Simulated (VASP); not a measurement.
# B2P3 (P6/mmm) in VASP: a series of runs

Runs on B2P3. Level: PBE. Tasks: single point, relaxation of cell and atoms.

All numbers are computed with VASP 6.6.1; they aren't measurements. Logs are shortened: lines on timing, memory, paths and dates and some standing lists are left out, and cuts for length are marked.

## (1) The cell of the first run

Symmetry: P6/mmm, No. 191, hexagonal system. The conventional cell has a = 5.301 Å, b = 5.301 Å, c = 2.972 Å, α = 90.00°, β = 90.00°, γ = 120.00°. B (site symmetry -6m2) has 6 P at 2.13 Å within 2.8 Å. Within 2.8 Å of P (site symmetry mmm) lie 4 B at 2.13 Å and 4 P at 2.65 Å.

## (2) Single point, PBE

INCAR

```
SYSTEM = B2P3
PREC = Accurate
ENCUT = 520
EDIFF = 1E-7
ISMEAR = 0
SIGMA = 0.1
LREAL = .False.
LASPH = .True.
NELM = 60
ALGO = Normal
ISIF = 2
LWAVE = .False.
LCHARG = .False.
GGA = PE
NBANDS = 18
```

KPOINTS

```
regular mesh
0
Gamma
  6 6 4
  0 0 0
```

POSCAR

```
B2P3
1.0
    5.3009917571     -0.0000000031      0.0000000000
   -2.6504958758      4.5907935285      0.0000000000
    0.0000000000      0.0000000000      2.9718060734
B P
2 3
Direct
    0.3333333333      0.6666666667      0.0000000000
    0.6666666667      0.3333333333      0.0000000000
    0.5000000000      0.0000000000      0.5000000000
    0.0000000000      0.5000000000      0.5000000000
    0.5000000000      0.5000000000      0.5000000000
```

Potentials or basis: VASP PAW PBE potentials, release 64 (B, P).

Run with:

```console
cat potpaw_PBE.64/B/POTCAR potpaw_PBE.64/P/POTCAR > POTCAR
mpirun -np 1 vasp_std > vasp.out
```

OUTCAR:

```text
SYSTEM = B2P3
   PREC = Accurate
   ENCUT = 520
   EDIFF = 1E-7
   ISMEAR = 0
   LREAL = .False.
   LASPH = .True.
   NELM = 60
   ISIF = 2
   GGA = PE

 ion  position               nearest neighbor table
   1  0.333  0.667  0.000-   4 2.13   4 2.13   3 2.13   3 2.13   5 2.13   5 2.13
   2  0.667  0.333  0.000-   4 2.13   4 2.13   3 2.13   3 2.13   5 2.13   5 2.13
   3  0.500  0.000  0.500-   1 2.13   2 2.13   1 2.13   2 2.13   5 2.65   5 2.65   4 2.65   4 2.65

   4  0.000  0.500  0.500-   1 2.13   2 2.13   1 2.13   2 2.13   5 2.65   5 2.65   3 2.65   3 2.65

   5  0.500  0.500  0.500-   1 2.13   2 2.13   1 2.13   2 2.13   4 2.65   4 2.65   3 2.65   3 2.65

  LATTYP: Found a hexagonal cell.
 ALAT       =     5.3009917571
 C/A-ratio  =     0.5606132229

  Lattice vectors:

 A1 = (   5.3009917571,  -0.0000000031,   0.0000000000)
 A2 = (  -2.6504958758,   4.5907935285,   0.0000000000)
 A3 = (   0.0000000000,   0.0000000000,   2.9718060734)

Analysis of symmetry for initial positions (statically):
=====================================================================
 Subroutine PRICEL returns:
 Original cell was already a primitive cell.

 Routine SETGRP: Setting up the symmetry group for a
 hexagonal supercell.

 Subroutine GETGRP returns: Found 24 space group operations
 (whereof 24 operations were pure point group operations)
 out of a pool of 24 trial point group operations.

The static configuration has the point symmetry D_6h.

Analysis of symmetry for dynamics (positions and initial velocities):
=====================================================================
 Subroutine PRICEL returns:
 Original cell was already a primitive cell.

 Routine SETGRP: Setting up the symmetry group for a
 hexagonal supercell.

 Subroutine GETGRP returns: Found 24 space group operations
 (whereof 24 operations were pure point group operations)
 out of a pool of 24 trial point group operations.

The dynamic configuration has the point symmetry D_6h.

 Subroutine INISYM returns: Found 24 space group operations
 (whereof 24 operations are pure point group operations),
 and found     1 'primitive' translations

----------------------------------------------------------------------------------------

                                     Primitive cell

  volume of cell :      72.3212

  direct lattice vectors                    reciprocal lattice vectors
     5.300991757 -0.000000003  0.000000000     0.188643946  0.108913633  0.000000000
    -2.650495876  4.590793528  0.000000000     0.000000000  0.217827265  0.000000000
     0.000000000  0.000000000  2.971806073     0.000000000  0.000000000  0.336495712

  length of vectors
     5.300991757  5.300991757  2.971806073     0.217827265  0.217827265  0.336495712

  position of ions in fractional coordinates (direct lattice)
     0.333333333  0.666666667  0.000000000
     0.666666667  0.333333333  0.000000000
     0.500000000  0.000000000  0.500000000
     1.000000000  0.500000000  0.500000000
     0.500000000  0.500000000  0.500000000

  ion indices of the primitive-cell ions
   primitive index   ion index
                 1           1
                 2           2
                 3           3
                 4           4
                 5           5

----------------------------------------------------------------------------------------

 KPOINTS: regular mesh

Automatic generation of k-mesh.
 Grid dimensions read from file:
 generate k-points for:    6    6    4

 Generating k-lattice:

  Cartesian coordinates                     Fractional coordinates (reciprocal lattice)
     0.031440658  0.018152272  0.000000000     0.166666667 -0.000000000  0.000000000
     0.000000000  0.036304544  0.000000000     0.000000000  0.166666667  0.000000000
     0.000000000  0.000000000  0.084123928     0.000000000  0.000000000  0.250000000

  Length of vectors
     0.036304544  0.036304544  0.084123928

  Shift w.r.t. Gamma in fractional coordinates (k-lattice)
     0.000000000  0.000000000  0.000000000

 Subroutine IBZKPT returns following result:
 ===========================================

 Found     21 irreducible k-points:

 Following reciprocal coordinates:
            Coordinates               Weight
  0.000000  0.000000  0.000000      1.000000
  0.166667 -0.000000  0.000000      6.000000
  0.333333  0.000000  0.000000      6.000000
  0.500000 -0.000000  0.000000      3.000000
  0.166667  0.166667  0.000000      6.000000
  0.333333  0.166667  0.000000     12.000000
[... 13 lines left out ...]
  0.333333  0.166667  0.500000     12.000000
  0.333333  0.333333  0.500000      2.000000
   k-points           NKPTS =     21   k-points in BZ     NKDIM =     21   number of bands    NBANDS=     18
   number of dos      NEDOS =    301   number of ions     NIONS =      5
   total plane-waves  NPLWV =  38400
   dimension x,y,z NGX =    40 NGY =   40 NGZ =   24
   dimension x,y,z NGXF=    80 NGYF=   80 NGZF=   48
   ions per type =               2   3
   NGX,Y,Z   is equivalent  to a cutoff of  12.54, 12.54, 13.43 a.u.
   NGXF,Y,Z  is equivalent  to a cutoff of  25.09, 25.09, 26.85 a.u.
 SYSTEM =  B2P3
   PREC   = accura    normal or accurate (medium, high low for compatibility)
   ISTART =      0    job   : 0-new  1-cont  2-samecut
   ICHARG =      2    charge: 1-file 2-atom 10-const
   ISPIN  =      1    spin polarized calculation?
   LNONCOLLINEAR =      F non collinear calculations
   LSORBIT =      F    spin-orbit coupling
   LASPH  =      T    aspherical Exc in radial PAW
   ENCUT  =  520.0 eV  38.22 Ry    6.18 a.u.   9.86  9.86  5.53*2*pi/ulx,y,z
   NELM   =     60;   NELMIN=  2; NELMDL= -5     # of ELM steps
   EDIFF  = 0.1E-06   stopping-criterion for ELM
   LREAL  =      F    real-space projection
   EDIFFG = 0.1E-05   stopping-criterion for IOM
   NSW    =      0    number of steps for IOM
   IBRION =     -1    ionic relax: 0-MD 1-quasi-New 2-CG
   NFREE  =      0    steps in history (QN), initial steepest desc. (CG)
   ISIF   =      2    stress and relaxation
   ISYM   =      2    0-nonsym 1-usesym 2-fastsym
   POTIM  = 0.5000    time-step for ionic-motion
   TEBEG  =    0.0;   TEEND  =   0.0 temperature during run
   PSTRESS=    0.0 pullay stress
   NELECT =      21.0000    total number of electrons
   NUPDOWN=      -1.0000    fix difference up-down
   EMIN   =  10.00;   EMAX   =-10.00  energy-range for DOS
   EFERMI =   0.00;   METHOD = LEGACY
   ISMEAR =     0;   SIGMA  =   0.10  broadening in eV -4-tet -1-fermi 0-gaus
   EFERMI_NEDOS =   21; number of points for ismear=-14 and -15
   IALGO  =     38    algorithm
   IMIX   =      4    mixing-type and parameters
     AMIX     =   0.40;   BMIX     =  1.00
     AMIX_MAG =   1.60;   BMIX_MAG =  1.00
  volume/ion in A,a.u.               =      14.46        97.61
  Fermi-wavevector in a.u.,A,eV,Ry     =   1.084075  2.048605 15.989831  1.175219
  Thomas-Fermi vector in A             =   2.220157
   LORBIT       =      0    0 simple, 1 ext, 2 COOP (PROOUT), +10 PAW based schemes
   GGA     = PE    functional components
   LHFCALC =     F    Hartree Fock is set to
   AEXX    =    0.0000 exact exchange contribution
   IVDW    =     0    specifies the selected vdW correction
   LEPSILON=     F    determine dielectric tensor
   LRPA    =     F    only Hartree local field effects (RPA)
 non-spin polarized calculation
 Gauss-broadening in eV      SIGMA  =   0.10
  energy-cutoff  :      520.00
  volume of cell :       72.32
 maximum number of plane-waves:      1964
 NGX is ok and might be reduce to    40
   NGX = 19   NGY = 19   NGZ = 11

 number of electron      21.0000004 magnetization

 Free energy of the ion-electron system (eV)
  ---------------------------------------------------
  ext. energy  EPLUGINS =         0.00000000
  ---------------------------------------------------
  free energy    TOTEN  =       -25.31680038 eV

  energy without entropy =      -25.30181968  energy(sigma->0) =      -25.30931003

 E-fermi :   6.2651     XC(G=0):  -9.9471

 val. band max:        6.1927742796   @ k =   0.3333   0.3333   0.0000
 cond. band min:       6.2764229082   @ k =   0.3333   0.1667   0.2500
 fundamental gap:      0.0836486286
 Fermi energy:         6.2651182934

 k-point     1 :       0.0000    0.0000    0.0000
  band No.  band energies     occupation
      1      -9.8464      2.00000
      2      -4.8273      2.00000
      3      -4.6435      2.00000
      4      -4.6435      2.00000
      5       0.3957      2.00000
      6       0.3957      2.00000
[... 10 lines left out ...]
     17      11.5461      0.00000
     18      12.5633      0.00000

 k-point     2 :       0.1667   -0.0000    0.0000
  band No.  band energies     occupation
      1      -9.7097      2.00000
      2      -6.1197      2.00000
      3      -4.7177      2.00000
      4      -3.2935      2.00000
      5       0.4295      2.00000
      6       0.7600      2.00000
[... 10 lines left out ...]
     17      11.5204      0.00000
     18      12.8588      0.00000

 k-point     3 :       0.3333    0.0000    0.0000
  band No.  band energies     occupation
      1      -9.3283      2.00000
      2      -7.2783      2.00000
      3      -4.8527      2.00000
      4      -2.1609      2.00000
      5       0.7784      2.00000
      6       1.7061      2.00000
[... 10 lines left out ...]
     17      11.4053      0.00000
     18      12.8439      0.00000

 k-point     4 :       0.5000   -0.0000    0.0000
  band No.  band energies     occupation
      1      -8.9803      2.00000
      2      -7.8898      2.00000
      3      -4.9147      2.00000
      4      -1.7789      2.00000
      5       1.3278      2.00000
      6       2.5202      2.00000
[... 10 lines left out ...]
     17      11.6056      0.00000
     18      11.9264      0.00000

 k-point     5 :       0.1667    0.1667    0.0000
  band No.  band energies     occupation
      1      -9.4458      2.00000
      2      -6.9986      2.00000
      3      -4.8603      2.00000
      4      -2.3014      2.00000
      5       0.4414      2.00000
      6       1.5467      2.00000
[... 10 lines left out ...]
     17      11.4039      0.00000
     18      13.2313      0.00000

 k-point     6 :       0.3333    0.1667    0.0000
  band No.  band energies     occupation
      1      -8.9898      2.00000
      2      -7.8612      2.00000
      3      -5.0053      2.00000
      4      -1.4170      2.00000
      5       0.6104      2.00000
      6       2.7903      2.00000
[... 10 lines left out ...]
     17      11.7053      0.00000
     18      12.8459      0.00000

 k-point     7 :       0.3333    0.3333    0.0000
  band No.  band energies     occupation
      1      -8.4747      2.00000
      2      -8.4747      2.00000
      3      -5.1162      2.00000
      4      -0.2759      2.00000
      5      -0.2759      2.00000
      6       2.9908      2.00000
[... 10 lines left out ...]
     17      12.5736      0.00000
     18      12.8934      0.00000

 k-point     8 :       0.0000    0.0000    0.2500
  band No.  band energies     occupation
      1      -9.0128      2.00000
      2      -4.1237      2.00000
      3      -3.6942      2.00000
      4      -3.6942      2.00000
      5      -1.0676      2.00000
      6       1.2731      2.00000
[... 10 lines left out ...]
     17      13.3772      0.00000
     18      13.9518      0.00000
[... 166 lines left out ...]
     17      12.9945      0.00000
     18      13.6807      0.00000

 k-point    17 :       0.3333    0.0000    0.5000
  band No.  band energies     occupation
      1      -6.9561      2.00000
      2      -4.9040      2.00000
      3      -3.7922      2.00000
      4      -1.9290      2.00000
      5      -1.8211      2.00000
      6       0.0775      2.00000
[... 10 lines left out ...]
     17      11.3776      0.00000
     18      12.4794      0.00000

 k-point    18 :       0.5000   -0.0000    0.5000
  band No.  band energies     occupation
      1      -6.6092      2.00000
      2      -5.5065      2.00000
      3      -3.4771      2.00000
      4      -2.4821      2.00000
      5      -1.8925      2.00000
      6       0.0341      2.00000
[... 10 lines left out ...]
     17      11.8740      0.00000
     18      12.5044      0.00000

 k-point    19 :       0.1667    0.1667    0.5000
  band No.  band energies     occupation
      1      -7.0737      2.00000
      2      -4.6329      2.00000
      3      -3.8988      2.00000
      4      -1.8334      2.00000
      5      -1.6769      2.00000
      6       0.0757      2.00000
[... 10 lines left out ...]
     17      11.5472      0.00000
     18      13.2384      0.00000

 k-point    20 :       0.3333    0.1667    0.5000
  band No.  band energies     occupation
      1      -6.6171      2.00000
      2      -5.4840      2.00000
      3      -3.4851      2.00000
      4      -2.4586      2.00000
      5      -2.0027      2.00000
      6      -0.0225      2.00000
[... 10 lines left out ...]
     17      12.6192      0.00000
     18      12.7295      0.00000

 k-point    21 :       0.3333    0.3333    0.5000
  band No.  band energies     occupation
      1      -6.1004      2.00000
      2      -6.1004      2.00000
      3      -3.0171      2.00000
      4      -3.0171      2.00000
      5      -2.1311      2.00000
      6      -0.0966      2.00000
[... 10 lines left out ...]
     17      13.5038      0.00000
     18      13.5038      0.00000

------------------------ aborting loop because EDIFF is reached ----------------------------------------

  FORCE on cell =-STRESS in cart. coord.  units (eV):
  Direction    XX          YY          ZZ          XY          YZ          ZX
  --------------------------------------------------------------------------------------
  -------------------------------------------------------------------------------------
  Total       -0.0839041     -0.0839041     -0.0928689     -0.0000000      0.0000000      0.0000000
  in kB       -1.8587821     -1.8587821     -2.0573849     -0.0000000      0.0000000      0.0000000
  external PRESSURE =      -1.9249830 kB  Pullay stress =       0.0000000 kB

 VOLUME and BASIS-vectors are now :
 -----------------------------------------------------------------------------
  energy-cutoff  :      520.00
  volume of cell :       72.32
      direct lattice vectors                 reciprocal lattice vectors
     5.300991757 -0.000000003  0.000000000     0.188643946  0.108913633  0.000000000
    -2.650495876  4.590793528  0.000000000     0.000000000  0.217827265  0.000000000
     0.000000000  0.000000000  2.971806073     0.000000000  0.000000000  0.336495712

 POSITION                                       TOTAL-FORCE (eV/Angst)
 -----------------------------------------------------------------------------------
      0.00000      3.06053      0.00000         0.000000     -0.000000      0.000000
      2.65050      1.53026      0.00000        -0.000000     -0.000000     -0.000000
      2.65050     -0.00000      1.48590        -0.000000      0.000000     -0.000000
     -1.32525      2.29540      1.48590        -0.000000      0.000000     -0.000000
      1.32525      2.29540      1.48590        -0.000000      0.000000     -0.000000
 -----------------------------------------------------------------------------------
    total drift:                               -0.000000     -0.000000     -0.000000

  FREE ENERGIE OF THE ION-ELECTRON SYSTEM (eV)
  ---------------------------------------------------
  free  energy   TOTEN  =       -25.3168003772 eV

  energy  without entropy=      -25.3018196776  energy(sigma->0) =      -25.30931003
```

Run time: 34 s. Hardware: 1 thread of Intel Xeon Platinum 8375C at 2.90GHz (Ice Lake), shared host; peak memory 0.18 GiB.

What came out:

```yaml
Free_energy: -25.3168 eV
Pressure: -0.2 GPa
```

Levels at points of the mesh, in eV from the Fermi level:
```csv
k point,band 8,band 9,band 10,band 11,band 12,band 13
"(0.00, 0.00, 0.00)",0.22,0.40,1.81,1.81,2.52,2.69
"(0.50, 0.00, 0.00)",-2.40,-1.66,-1.62,2.23,2.59,2.60
"(0.00, 0.00, 0.50)",-5.73,-3.31,-3.31,-0.48,-0.48,2.30
"(0.50, 0.00, 0.50)",-2.95,-2.05,-0.67,-0.57,-0.39,0.17
```

Caveat: the k points lie up to 0.53 Å⁻¹ apart.

## (3) Single point, PBE

This run uses another cell than the first one, of 16.64 Å³/atom, 1.151 times its volume.

INCAR

```
SYSTEM = B2P3
ALGO = Normal
EDIFF = 1E-7
ENCUT = 520
GGA = PE
ISIF = 2
ISMEAR = 0
LASPH = .True.
LCHARG = .False.
LREAL = .False.
LWAVE = .False.
NBANDS = 18
NELM = 80
PREC = Accurate
SIGMA = 0.1
```

KPOINTS

```
k-points
0
Gamma
  6 6 4
  0 0 0
```

POSCAR

```
B2P3
1.0
    4.8771287500      0.0000000000      0.0000000000
   -2.4385643700      4.2237173900      0.0000000000
    0.0000000000      0.0000000000      4.0400267500
B P
2 3
Direct
    0.3333333300      0.6666666700      0.0000000000
    0.6666666700      0.3333333300      0.0000000000
    0.5000000000      0.0000000000      0.5000000000
    0.0000000000      0.5000000000      0.5000000000
    0.5000000000      0.5000000000      0.5000000000
```

Potentials or basis: VASP PAW PBE potentials, release 64 (B, P).

Run with:

```console
cat potpaw_PBE.64/B/POTCAR potpaw_PBE.64/P/POTCAR > POTCAR
mpirun -np 1 vasp_std > vasp.out
```

Run time: 34 s. Hardware: 1 thread of Intel Xeon Platinum 8375C at 2.90GHz (Ice Lake), shared host; peak memory 0.19 GiB.

The run converged. Its results:

| Property | Result |
| --- | --- |
| Free energy | -22.2482 eV |
| Pressure | -8.5 GPa |

Stress tensor (GPa, compression positive):
```
 -4.12   0.00   0.00
  0.00  -4.12   0.00
  0.00   0.00 -17.17
```

Levels at points of the mesh, in eV from the Fermi level:
```csv
k point,band 8,band 9,band 10,band 11,band 12,band 13
"(0.00, 0.00, 0.00)",-4.57,-0.86,-0.14,0.49,0.49,1.33
"(0.50, 0.00, 0.00)",-2.55,-1.60,-1.17,-0.06,-0.03,0.22
"(0.00, 0.00, 0.50)",-4.06,-3.57,-3.57,1.19,1.19,1.91
"(0.50, 0.00, 0.50)",-1.20,-0.84,-0.49,0.53,0.56,1.97
```

Caveat: the k points lie up to 0.39 Å⁻¹ apart.

## (4) Single point, PBE

This run uses another cell than the first one, of 14.60 Å³/atom, 1.009 times its volume.

INCAR

```
SYSTEM = B2P3
ALGO = Normal ; EDIFF = 1E-6
ENCUT = 520 ; GGA = PE
ISIF = 2 ; ISMEAR = 0
LASPH = .True. ; LCHARG = .True.
LELF = .True. ; LREAL = .False.
LVHAR = .True. ; LWAVE = .False.
NBANDS = 18 ; NELM = 60
PREC = Accurate ; SIGMA = 0.1
```

KPOINTS

```
k-points
0
Gamma
  6 6 6
  0 0 0
```

POSCAR

```
B2P3
1.0
    5.3080629908      0.0000000000      0.0000000000
   -2.6540314954      4.5969173949      0.0000000000
    0.0000000000      0.0000000000      2.9920403386
B P
2 3
Direct
    0.3333333333      0.6666666667      0.0000000000
    0.6666666667      0.3333333333      0.0000000000
    0.5000000000      0.0000000000      0.5000000000
    0.0000000000      0.5000000000      0.5000000000
    0.5000000000      0.5000000000      0.5000000000
```

Run with:

```console
cat potpaw_PBE.64/B/POTCAR potpaw_PBE.64/P/POTCAR > POTCAR
mpirun -np 1 vasp_std > vasp.out
```

Run time: 41 s. Hardware: 1 thread of Intel Xeon Platinum 8375C at 2.90GHz (Ice Lake), shared host; peak memory 0.19 GiB.

It converged, with:

```yaml
Free_energy: -25.2886 eV
Pressure: -0.2 GPa
```

Levels at points of the mesh, in eV from the Fermi level:
```
           k point  band 7  band 8  band 9  band 10  band 11  band 12  band 13  band 14
(0.00, 0.00, 0.00)   -3.28    0.21    0.43     1.90     1.90     2.50     2.67     2.67
(0.50, 0.00, 0.00)   -2.57   -2.29   -1.63    -1.55     2.16     2.57     2.68     3.08
(0.00, 0.00, 0.50)   -5.91   -5.68   -3.24    -3.24    -0.40    -0.40     2.36     4.58
(0.50, 0.00, 0.50)   -5.42   -2.87   -1.98    -0.61    -0.50    -0.34     0.22     0.74
```

(Part 1 of 2 ends here.)
